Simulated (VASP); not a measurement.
Input of a VASP 6.6.1 run:

INCAR

```
SYSTEM = HgTe
ALGO = Normal
EDIFF = 1E-6
ENCUT = 520
GGA = PS
ISIF = 2
ISMEAR = -1
LASPH = .True.
LCHARG = .False.
LREAL = .False.
LWAVE = .False.
NBANDS = 16
NELM = 60
PREC = Accurate
SIGMA = 0.05
```

The input KPOINTS:

```
k-points
0
Gamma
  9 9 9
  0 0 0
```

Contents of POSCAR:

```
HgTe
1.0
    0.0000000000      3.2235000000      3.2235000000
    3.2235000000      0.0000000000      3.2235000000
    3.2235000000      3.2235000000      0.0000000000
Hg Te
1 1
Direct
    0.0000000000      0.0000000000      0.0000000000
    0.7500000000      0.7500000000      0.7500000000
```

Potentials or basis: VASP PAW PBE potentials, release 64 (Hg, Te).

Run with:

```sh
$ cat potpaw_PBE.64/Hg/POTCAR potpaw_PBE.64/Te/POTCAR > POTCAR
$ mpirun -np 1 vasp_std > vasp.out
```

(1) Predict the band gap on the k mesh.

(2) What does it give for the pressure?

Answers

(1) zero (filled and empty bands touch).

(2) 1.4 GPa.

Caveat: semilocal functionals underestimate gaps, so a narrow gap can read as zero; the PAW data sets were made with another functional, which shifts forces and pressure a little; spin-orbit coupling is left out, which moves the levels of the heavy elements.
